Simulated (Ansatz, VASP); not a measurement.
HfO2 in VASP and in Ansatz

```
Hf O
1.0
     4.69313    0.00000    0.00000
     0.00000    4.69313    0.00000
     0.00000    0.00000    3.28829
Hf O
2 4
Cartesian
  0.0000 0.0000 0.0000
  2.3466 2.3466 1.6441
  1.4396 1.4396 0.0000
  0.9070 3.7862 1.6441
  3.7862 0.9070 1.6441
  3.2535 3.2535 0.0000
```

Change from the starting cell: epitaxial_xy strain -3.0%.

Alike in both runs: task single point; functional PBE; k mesh 6 × 6 × 8; occupations fermi-dirac, width 0.02 eV; no spin polarisation.

```csv
,VASP,Ansatz
version,VASP 6.6.1,Ansatz 0.2.0
potentials or method,"VASP PAW PBE potentials, release 64 (Hf_pv, O)","plane waves, PAW"
plane-wave cutoff (eV),520,420
valence electrons in the cell,44,76
```

```csv
,VASP,Ansatz,Ansatz less VASP
gap on the k mesh at the Fermi level (eV),4.05,4.10,+0.050
pressure (GPa),10.2,13.3,+3.08
"traceless stress, the component that is largest in VASP (GPa)",-8.26,-7.65,+0.613
rms of the force components (eV/Å),0.010,0.004,-0.0057
```

Atom by atom the forces differ by 0.014 eV/Å (rms over components). The functional is the same, so the differences come from potentials, cutoffs and numerics. VASP's potentials hold 44 valence electrons a cell and Ansatz's 76, so a difference there can come from the potentials and not from the codes.

Spin-orbit coupling is off throughout.
